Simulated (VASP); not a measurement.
# FePt (Tetraferroplatinum) (P4/mmm) in VASP: single point with LDA

Aim: the single point of FePt (Tetraferroplatinum) with LDA.

Program: VASP 6.6.1. These are calculated values, not measurements. Logs are shortened: lines on timing, memory, paths and dates and some standing lists are left out, and cuts for length are marked.

### 1 The cell of the first run

The structure is tetragonal, space group P4/mmm (No. 123). The conventional cell has a = 2.659 Å, b = 2.659 Å, c = 3.683 Å, α = 90.00°, β = 90.00°, γ = 90.00°. Fe (site symmetry 4/mmm) has 8 Pt at 2.63 Å and 4 Fe at 2.66 Å within 3.5 Å. Within 3.5 Å of Pt (site symmetry 4/mmm) lie 8 Fe at 2.63 Å and 4 Pt at 2.66 Å.

### 2 Single point, LDA, collinear spin, ferromagnetic start

Input file INCAR:

```
PREC = Accurate
ENCUT = 520
EDIFF = 1E-6
ISMEAR = 0
SIGMA = 0.1
LREAL = F
LASPH = T
NELM = 150
ALGO = Normal
ISIF = 2
LWAVE = F
LCHARG = F
ISPIN = 2
MAGMOM = 3.28 0.42
LORBIT = 11
LMAXMIX = 4
GGA = CA
NBANDS = 20
```

Input file KPOINTS:

```
Automatic mesh
0
Gamma
  16 16 12
```

Input file POSCAR:

```
FePt
1.0
    2.6587707659      0.0000000000      0.0000000000
    0.0000000000      2.6587707659      0.0000000000
    0.0000000000      0.0000000000      3.6833141073
Fe Pt
1 1
Direct
    0.0000000000      0.0000000000      0.0000000000
    0.5000000000      0.5000000000      0.5000000000
```

Potentials or basis: VASP PAW LDA potentials, release 64 (Fe, Pt).

The run is started by

```
cat potpaw_LDA.64/Fe/POTCAR potpaw_LDA.64/Pt/POTCAR > POTCAR
mpirun -np 1 vasp_std > vasp.out
```

OUTCAR:

```text
PREC = Accurate
   ENCUT = 520
   EDIFF = 1E-6
   ISMEAR = 0
   LREAL = F
   LASPH = T
   NELM = 150
   ISIF = 2
   ISPIN = 2
   LORBIT = 11
   GGA = CA

 ion  position               nearest neighbor table
   1  0.000  0.000  0.000-   2 2.63   2 2.63   2 2.63   2 2.63   2 2.63   2 2.63   2 2.63   2 2.63

   2  0.500  0.500  0.500-   1 2.63   1 2.63   1 2.63   1 2.63   1 2.63   1 2.63   1 2.63   1 2.63

  LATTYP: Found a simple tetragonal cell.
 ALAT       =     2.6587707659
 C/A-ratio  =     1.3853447445

  Lattice vectors:

 A1 = (   2.6587707659,   0.0000000000,   0.0000000000)
 A2 = (   0.0000000000,   2.6587707659,   0.0000000000)
 A3 = (   0.0000000000,   0.0000000000,   3.6833141073)

Analysis of symmetry for initial positions (statically):
=====================================================================
 Subroutine PRICEL returns:
 Original cell was already a primitive cell.

 Routine SETGRP: Setting up the symmetry group for a
 simple tetragonal supercell.

 Subroutine GETGRP returns: Found 16 space group operations
 (whereof 16 operations were pure point group operations)
 out of a pool of 16 trial point group operations.

The static configuration has the point symmetry D_4h.

Analysis of symmetry for dynamics (positions and initial velocities):
=====================================================================
 Subroutine PRICEL returns:
 Original cell was already a primitive cell.

 Routine SETGRP: Setting up the symmetry group for a
 simple tetragonal supercell.

 Subroutine GETGRP returns: Found 16 space group operations
 (whereof 16 operations were pure point group operations)
 out of a pool of 16 trial point group operations.

The dynamic configuration has the point symmetry D_4h.

Analysis of structural, dynamic, and magnetic symmetry:
=====================================================================
 Subroutine PRICEL returns:
 Original cell was already a primitive cell.

 Routine SETGRP: Setting up the symmetry group for a
 simple tetragonal supercell.

 Subroutine GETGRP returns: Found 16 space group operations
 (whereof 16 operations were pure point group operations)
 out of a pool of 16 trial point group operations.

The overall configuration has the point symmetry D_4h.

 Subroutine INISYM returns: Found 16 space group operations
 (whereof 16 operations are pure point group operations),
 and found     1 'primitive' translations

----------------------------------------------------------------------------------------

                                     Primitive cell

  volume of cell :      26.0376

  direct lattice vectors                    reciprocal lattice vectors
     2.658770766  0.000000000  0.000000000     0.376113659  0.000000000  0.000000000
     0.000000000  2.658770766  0.000000000     0.000000000  0.376113659  0.000000000
     0.000000000  0.000000000  3.683314107     0.000000000  0.000000000  0.271494630

  length of vectors
     2.658770766  2.658770766  3.683314107     0.376113659  0.376113659  0.271494630

  position of ions in fractional coordinates (direct lattice)
     0.000000000  0.000000000  0.000000000
     0.500000000  0.500000000  0.500000000

  ion indices of the primitive-cell ions
   primitive index   ion index
                 1           1
                 2           2

----------------------------------------------------------------------------------------

 KPOINTS: Automatic mesh

Automatic generation of k-mesh.
 Grid dimensions read from file:
 generate k-points for:   16   16   12

 Generating k-lattice:

  Cartesian coordinates                     Fractional coordinates (reciprocal lattice)
     0.023507104  0.000000000  0.000000000     0.062500000  0.000000000  0.000000000
     0.000000000  0.023507104  0.000000000     0.000000000  0.062500000  0.000000000
     0.000000000  0.000000000  0.022624552     0.000000000  0.000000000  0.083333333

  Length of vectors
     0.023507104  0.023507104  0.022624552

  Shift w.r.t. Gamma in fractional coordinates (k-lattice)
     0.000000000  0.000000000  0.000000000

 Subroutine IBZKPT returns following result:
 ===========================================

 Found    315 irreducible k-points:

 Following reciprocal coordinates:
            Coordinates               Weight
  0.000000  0.000000  0.000000      1.000000
  0.062500  0.000000  0.000000      4.000000
  0.125000  0.000000  0.000000      4.000000
  0.187500  0.000000  0.000000      4.000000
  0.250000  0.000000  0.000000      4.000000
  0.312500  0.000000  0.000000      4.000000
[... 16 lines left out ...]
  0.437500  0.125000  0.000000      8.000000
  0.500000  0.125000  0.000000      4.000000
 [... further k-points ...]
   k-points           NKPTS =    315   k-points in BZ     NKDIM =    315   number of bands    NBANDS=     20
   number of dos      NEDOS =    301   number of ions     NIONS =      2
   total plane-waves  NPLWV =  11200
   dimension x,y,z NGX =    20 NGY =   20 NGZ =   28
   dimension x,y,z NGXF=    40 NGYF=   40 NGZF=   56
   ions per type =               1   1
   NGX,Y,Z   is equivalent  to a cutoff of  12.51, 12.51, 12.64 a.u.
   NGXF,Y,Z  is equivalent  to a cutoff of  25.01, 25.01, 25.28 a.u.
 SYSTEM =  unknown system
   PREC   = accura    normal or accurate (medium, high low for compatibility)
   ISTART =      0    job   : 0-new  1-cont  2-samecut
   ICHARG =      2    charge: 1-file 2-atom 10-const
   ISPIN  =      2    spin polarized calculation?
   LNONCOLLINEAR =      F non collinear calculations
   LSORBIT =      F    spin-orbit coupling
   LASPH  =      T    aspherical Exc in radial PAW
   ENCUT  =  520.0 eV  38.22 Ry    6.18 a.u.   4.94  4.94  6.85*2*pi/ulx,y,z
   NELM   =    150;   NELMIN=  2; NELMDL= -5     # of ELM steps
   EDIFF  = 0.1E-05   stopping-criterion for ELM
   LREAL  =      F    real-space projection
   EDIFFG = 0.1E-04   stopping-criterion for IOM
   NSW    =      0    number of steps for IOM
   IBRION =     -1    ionic relax: 0-MD 1-quasi-New 2-CG
   NFREE  =      0    steps in history (QN), initial steepest desc. (CG)
   ISIF   =      2    stress and relaxation
   ISYM   =      2    0-nonsym 1-usesym 2-fastsym
   POTIM  = 0.5000    time-step for ionic-motion
   TEBEG  =    0.0;   TEEND  =   0.0 temperature during run
   PSTRESS=    0.0 pullay stress
   NELECT =      18.0000    total number of electrons
   NUPDOWN=      -1.0000    fix difference up-down
   EMIN   =  10.00;   EMAX   =-10.00  energy-range for DOS
   EFERMI =   0.00;   METHOD = LEGACY
   ISMEAR =     0;   SIGMA  =   0.10  broadening in eV -4-tet -1-fermi 0-gaus
   EFERMI_NEDOS =   21; number of points for ismear=-14 and -15
   IALGO  =     38    algorithm
   IMIX   =      4    mixing-type and parameters
     AMIX     =   0.40;   BMIX     =  1.00
     AMIX_MAG =   1.60;   BMIX_MAG =  1.00
  volume/ion in A,a.u.               =      13.02        87.86
  Fermi-wavevector in a.u.,A,eV,Ry     =   1.447545  2.735464 28.509475  2.095387
  Thomas-Fermi vector in A             =   2.565488
   LORBIT       =     11    0 simple, 1 ext, 2 COOP (PROOUT), +10 PAW based schemes
   GGA     = CA    functional components
   LHFCALC =     F    Hartree Fock is set to
   AEXX    =    0.0000 exact exchange contribution
   IVDW    =     0    specifies the selected vdW correction
   LEPSILON=     F    determine dielectric tensor
   LRPA    =     F    only Hartree local field effects (RPA)
 spin polarized calculation
 Gauss-broadening in eV      SIGMA  =   0.10
  energy-cutoff  :      520.00
  volume of cell :       26.04
 maximum number of plane-waves:       720
 NGX is ok and might be reduce to    20
   NGX =  9   NGY =  9   NGZ = 13

 number of electron      18.0000012 magnetization       3.0444547

 Free energy of the ion-electron system (eV)
  ---------------------------------------------------
  ext. energy  EPLUGINS =         0.00000000
  ---------------------------------------------------
  free energy    TOTEN  =       -17.01696685 eV

  energy without entropy =      -17.01065729  energy(sigma->0) =      -17.01381207

 E-fermi :   9.3078     XC(G=0): -13.6394

 val. band max:        9.3070109851   @ k =   0.3125   0.0625   0.5000
 cond. band min:       9.3093299223   @ k =   0.0625   0.0000   0.4167
 fundamental gap:      0.0023189371
 Fermi energy:         9.3078020303

 spin component 1

 k-point     1 :       0.0000    0.0000    0.0000
  band No.  band energies     occupation
      1      -0.7384      1.00000
      2       2.5842      1.00000
      3       2.6542      1.00000
      4       5.9018      1.00000
      5       5.9018      1.00000
      6       6.4847      1.00000
[... 12 lines left out ...]
     19      31.3610      0.00000
     20      31.3610      0.00000
[... 507 lines left out ...]
 k-point    24 :       0.5000    0.1250    0.0000
  band No.  band energies     occupation
      1       3.2884      1.00000
      2       3.9706      1.00000
      3       4.2997      1.00000
      4       4.4995      1.00000
      5       5.3368      1.00000
      6       5.9860      1.00000
[... 12 lines left out ...]
     19      31.9476      0.00000
     20      33.1771      0.00000

 [... further k-points ...]

 spin component 2

 k-point     1 :       0.0000    0.0000    0.0000
  band No.  band energies     occupation
      1      -0.5109      1.00000
      2       2.9668      1.00000
      3       3.0686      1.00000
      4       6.7846      1.00000
      5       6.7846      1.00000
      6       8.3452      1.00000
[... 12 lines left out ...]
     19      31.5583      0.00000
     20      31.5583      0.00000
[... 507 lines left out ...]
 k-point    24 :       0.5000    0.1250    0.0000
  band No.  band energies     occupation
      1       3.5111      1.00000
      2       4.2881      1.00000
      3       4.7831      1.00000
      4       4.8218      1.00000
      5       6.4242      1.00000
      6       7.1981      1.00000
[... 12 lines left out ...]
     19      32.5207      0.00000
     20      33.6632      0.00000

 [... further k-points ...]
[... 5 lines left out ...]
  --------------------------------------------------------------------------------------
  -------------------------------------------------------------------------------------
  Total       -0.0269227     -0.0269227     -0.0199856      0.0000000      0.0000000      0.0000000
  in kB       -1.6566405     -1.6566405     -1.2297818      0.0000000      0.0000000      0.0000000
  external PRESSURE =      -1.5143543 kB  Pullay stress =       0.0000000 kB

 VOLUME and BASIS-vectors are now :
 -----------------------------------------------------------------------------
  energy-cutoff  :      520.00
  volume of cell :       26.04
      direct lattice vectors                 reciprocal lattice vectors
     2.658770766  0.000000000  0.000000000     0.376113659  0.000000000  0.000000000
     0.000000000  2.658770766  0.000000000     0.000000000  0.376113659  0.000000000
     0.000000000  0.000000000  3.683314107     0.000000000  0.000000000  0.271494630

 POSITION                                       TOTAL-FORCE (eV/Angst)
 -----------------------------------------------------------------------------------
      0.00000      0.00000      0.00000         0.000000      0.000000      0.000000
      1.32939      1.32939      1.84166         0.000000      0.000000      0.000000
 -----------------------------------------------------------------------------------
    total drift:                               -0.000000      0.000000      0.000000

  FREE ENERGIE OF THE ION-ELECTRON SYSTEM (eV)
  ---------------------------------------------------
  free  energy   TOTEN  =       -17.0169668490 eV

  energy  without entropy=      -17.0106572867  energy(sigma->0) =      -17.01381207

 total charge

# of ion       s       p       d       tot
------------------------------------------
    1        0.431   0.496   6.216   7.144
    2        0.745   0.733   8.088   9.567
--------------------------------------------------
tot          1.177   1.230  14.304  16.710

 magnetization (x)

# of ion       s       p       d       tot
------------------------------------------
    1        0.000  -0.000   2.666   2.665
    2       -0.021  -0.054   0.399   0.324
--------------------------------------------------
tot         -0.021  -0.055   3.065   2.989
```

It took 3.8 min on 1 thread of Intel Xeon Platinum 8259CL at 2.50GHz (Skylake/Cascade Lake), shared host; peak memory 0.34 GiB.

Results:

```yaml
Free_energy: -17.0170 eV
Pressure: -0.2 GPa
Net_moment: 3.04 μB per cell
Site_moments: Fe +2.67; Pt +0.32 μB
Valence_electrons_inside_the_program's_atomic_spheres: Fe 7.14; Pt 9.57
```

Levels at points of the mesh, in eV from the Fermi level:
Spin up:
| k point | band 9 | band 10 | band 11 | band 12 | band 13 | band 14 |
| --- | --- | --- | --- | --- | --- | --- |
| (0.00, 0.00, 0.00) | -0.28 | -0.05 | -0.05 | 2.16 | 10.34 | 12.24 |
| (0.50, 0.00, 0.00) | -1.77 | -1.63 | 0.66 | 2.43 | 10.77 | 10.98 |
| (0.50, 0.50, 0.00) | -0.11 | 0.83 | 1.76 | 1.76 | 8.46 | 11.02 |
| (0.00, 0.00, 0.50) | -1.96 | -1.96 | -1.36 | -0.73 | 15.90 | 16.22 |
| (0.50, 0.00, 0.50) | -0.56 | -0.53 | -0.22 | -0.13 | 5.33 | 7.47 |
| (0.50, 0.50, 0.50) | -0.56 | 0.83 | 7.28 | 7.28 | 8.31 | 8.95 |
Spin down:
```tsv
k point	band 4	band 5	band 6	band 7	band 8	band 9	band 10	band 11	band 12	band 13
(0.00, 0.00, 0.00)	-2.52	-2.52	-0.96	-0.73	0.38	1.57	1.74	1.74	2.46	11.09
(0.50, 0.00, 0.00)	-3.58	-2.62	-1.41	-1.40	-1.15	0.30	0.64	2.71	2.74	11.53
(0.50, 0.50, 0.00)	-5.10	1.10	1.24	1.56	1.80	1.80	1.87	2.04	2.04	9.22
(0.00, 0.00, 0.50)	-2.76	-1.96	-1.96	-1.59	-0.50	-0.14	0.37	0.37	1.29	16.47
(0.50, 0.00, 0.50)	-3.11	-2.38	-0.66	-0.37	-0.33	1.00	1.50	1.55	1.59	6.20
(0.50, 0.50, 0.50)	-2.28	-1.59	-1.54	-1.54	0.54	1.10	1.87	8.01	8.01	9.26
```

Caveat: spin-orbit coupling is left out, which moves the levels of the heavy elements.
